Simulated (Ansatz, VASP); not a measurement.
# Two plane-wave programs on Mg7Fe

INCAR

```
SYSTEM = Mg7Fe
PREC = Accurate ; ENCUT = 520
EDIFF = 1E-6 ; ISMEAR = -1
SIGMA = 0.05 ; LREAL = .FALSE.
LASPH = .TRUE. ; NELM = 150
ALGO = Normal ; ISIF = 2
LWAVE = .FALSE. ; LCHARG = .FALSE.
ISPIN = 2 ; MAGMOM = 3 0 0 0 0 0 0 0
LORBIT = 11 ; LMAXMIX = 4
GGA = PE ; NBANDS = 25
```

KPOINTS

```
Automatic mesh
0
G
  5 5 6
  0 0 0
```

Contents of POSCAR:

```
Mg7Fe
1.0
    6.2504090835      0.0000000000      0.0000000000
   -3.1252045418      5.4130130503      0.0000000000
    0.0000000000      0.0000000000      5.0051702467
Fe Mg
1 7
Direct
    0.0000000000      0.0000000000      0.0000000000
    0.3333333333      0.6666666667      0.5000000000
    0.8431255000      0.6862510000      0.5000000000
    0.8431255000      0.1568745000      0.5000000000
    0.3137490000      0.1568745000      0.5000000000
    0.9992970000      0.4996485000      0.0000000000
    0.5003515000      0.4996485000      0.0000000000
    0.5003515000      0.0007030000      0.0000000000
```

The input input.yaml:

```yaml
crystal:
  lattice:
    - [6.2504090835, 0.0, 0.0]
    - [-3.1252045418, 5.4130130503, 0.0]
    - [0.0, 0.0, 5.0051702467]
  atoms:
    - { symbol: Fe, position: [0.0, 0.0, 0.0], spin: 3.0 }
    - { symbol: Mg, position: [0.3333333333, 0.6666666667, 0.5] }
    - { symbol: Mg, position: [0.8431255, 0.686251, 0.5] }
    - { symbol: Mg, position: [0.8431255, 0.1568745, 0.5] }
    - { symbol: Mg, position: [0.313749, 0.1568745, 0.5] }
    - { symbol: Mg, position: [0.999297, 0.4996485, 0.0] }
    - { symbol: Mg, position: [0.5003515, 0.4996485, 0.0] }
    - { symbol: Mg, position: [0.5003515, 0.000703, 0.0] }
hamiltonian:
  xc: pbe
  pseudopotentials: { kind: paw }
magnetization:
  spin_polarized: true
kpoints:
  mp_grid: { grid: [5, 5, 6] }
scf:
  occupations: { method: fermi_dirac, width: 0.05 }
output:
  forces: true
  stress: true
  eigenvalues: true
```

Alike in both runs: task single point; functional PBE; k mesh 5 × 5 × 6; occupations fermi-dirac, width 0.05 eV; collinear spin.

|  | VASP | Ansatz |
| --- | --- | --- |
| version | VASP 6.6.1 | Ansatz 0.2.0 |
| potentials or method | VASP PAW PBE potentials, release 64 (Fe, Mg) | Ansatz PAW |
| plane-wave cutoff (eV) | 520 | 420 |
| valence electrons in the cell | 22 | 86 |

|  | VASP | Ansatz | Ansatz less VASP |
| --- | --- | --- | --- |
| gap on the k mesh at the Fermi level (eV) | none | none | - |
| pressure (GPa) | -1.1 | -1.0 | +0.11 |
| traceless stress, the component that is largest in VASP (GPa) | -0.19 | -0.17 | +0.020 |
| rms of the force components (eV/Å) | 0.040 | 0.039 | -0.0011 |
| net moment per atom (μB) | 0.31 | 0.31 | +0.002 |
| size of the moment on the site where the two differ most (μB) | 2.71 | 2.78 | +0.072 |

Site moments also hang on the region over which each program counts them. Atom by atom the forces differ by 0.001 eV/Å (rms over components). A gap of «none» marks a metal or a gap that the smearing closes. With one functional, cell and mesh, what is left measures potentials, basis and numerics. VASP's potentials hold 22 valence electrons a cell and Ansatz's 86, so a difference there can come from the potentials and not from the codes.
